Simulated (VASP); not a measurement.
Here is a VASP 6.6.1 calculation.

POSCAR

```
Al3Cu
1.0
    2.7737808638      0.0000000000      0.0000000000
    0.0000000000      2.7737808638      0.0000000000
    0.0000000000      0.0000000000      7.5918631133
Al Cu
3 1
Direct
    0.0000000000      0.0000000000      0.5000000000
    0.5000000000      0.5000000000      0.2226430006
    0.5000000000      0.5000000000      0.7773569994
    0.0000000000      0.0000000000      0.0175582723
```

INCAR.step1

```
PREC = Accurate
ENCUT = 520
ISMEAR = 0
SIGMA = 0.15
LREAL = False
LASPH = True
NELM = 60
NBANDS = 18
GGA = PE
ALGO = Normal
EDIFF = 1E-4
LWAVE = True
LCHARG = False
```

File INCAR.step2:

```
PREC = Accurate
ENCUT = 520
EDIFF = 1E-6
ISMEAR = 0
SIGMA = 0.15
LREAL = False
LASPH = True
NELM = 60
ALGO = Normal
ISIF = 2
LWAVE = False
LCHARG = True
METAGGA = R2SCAN
LMIXTAU = True
LELF = True
LVHAR = True
NBANDS = 18
ISTART = 1
```

Contents of KPOINTS:

```
regular mesh
0
Gamma
  18 18 6
```

Potentials or basis: VASP PAW PBE potentials, release 64 (Al, Cu).

Run with:

```bash
$ cat potpaw_PBE.64/Al/POTCAR potpaw_PBE.64/Cu/POTCAR > POTCAR
$ cp INCAR.step1 INCAR
$ mpirun -np 1 vasp_std > vasp.out
$ cp INCAR.step2 INCAR
$ mpirun -np 1 vasp_std > vasp.out
```

(1) Estimate the pressure.

(2) What does it give for the band gap on the k mesh?

(3) Predict the largest force.

Results:

(1) 0.3 GPa.

(2) zero (band 10 reaches 12.94 eV, above the bottom of band 11 at 6.54 eV).

(3) 0.845 eV/Å.

Caveat: the cell differs from its parent crystal (atom 4 (Cu) moved +0.133 Å along Cartesian [0 0 1]); the PAW data sets were made with another functional, which shifts forces and pressure a little.
